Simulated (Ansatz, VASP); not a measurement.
**HfN: VASP beside Ansatz**

File INCAR:

```
PREC = Accurate ; ENCUT = 520
EDIFF = 1E-7 ; ISMEAR = 0
SIGMA = 0.15 ; LREAL = F
LASPH = T ; NELM = 100
ALGO = Normal ; ISIF = 2
LWAVE = F ; LCHARG = T
GGA = PS ; LELF = T
LVHAR = T ; NBANDS = 14
```

The input KPOINTS:

```
regular mesh
0
Gamma
  16 16 16
```

File POSCAR:

```
HfN
1.0
    0.0000000000      2.4548220000      2.4548220000
    2.4548220000      0.0000000000      2.4548220000
    2.4548220000      2.4548220000      0.0000000000
Hf N
1 1
Direct
    0.0000000000      0.0000000000      0.0000000000
    0.8111042267      0.8111042267      0.6024813472
```

Input for Ansatz:

```yaml
crystal:
  lattice:
    - [0.0, 2.454822, 2.454822]
    - [2.454822, 0.0, 2.454822]
    - [2.454822, 2.454822, 0.0]
  atoms:
    - { symbol: Hf, position: [0.0, 0.0, 0.0] }
    - { symbol: "N", position: [0.8111042267, 0.8111042267, 0.6024813472] }
basis:
  ecutwfc: 420
kpoints:
  mp_grid: { grid: [16, 16, 16] }
hamiltonian:
  xc: pbesol
scf:
  occupations: { method: gaussian, width: 0.15 }
output:
  forces: true
  stress: true
  eigenvalues: true
```

Alike in both runs: task single point; functional PBEsol; k mesh 16 × 16 × 16; occupations gaussian, width 0.15 eV; no spin polarisation.

|  | VASP | Ansatz |
| --- | --- | --- |
| version | VASP 6.6.1 | Ansatz 0.2.0 |
| potentials or method | VASP PAW PBE potentials, release 64 (Hf_pv, N), cutoff 520 eV | scalar-relativistic, plane waves, PAW |
| valence electrons in the cell | 15 | 31 |

|  | VASP | Ansatz | Ansatz less VASP |
| --- | --- | --- | --- |
| gap on the k mesh at the Fermi level (eV) | none | none | - |
| pressure (GPa) | 22.2 | 22.0 | -0.17 |
| traceless stress, the component that is largest in VASP (GPa) | 35.25 | 34.49 | -0.755 |
| rms of the force components (eV/Å) | 6.723 | 6.576 | -0.1473 |

VASP's potentials were made for PBE, not for PBEsol. Atom by atom the forces differ by 0.148 eV/Å (rms over components). A gap of «none» marks a metal or a gap that the smearing closes. VASP's potentials hold 15 valence electrons a cell and Ansatz's 31, so a difference there can come from the potentials and not from the codes.

Neither program's run includes spin-orbit coupling.
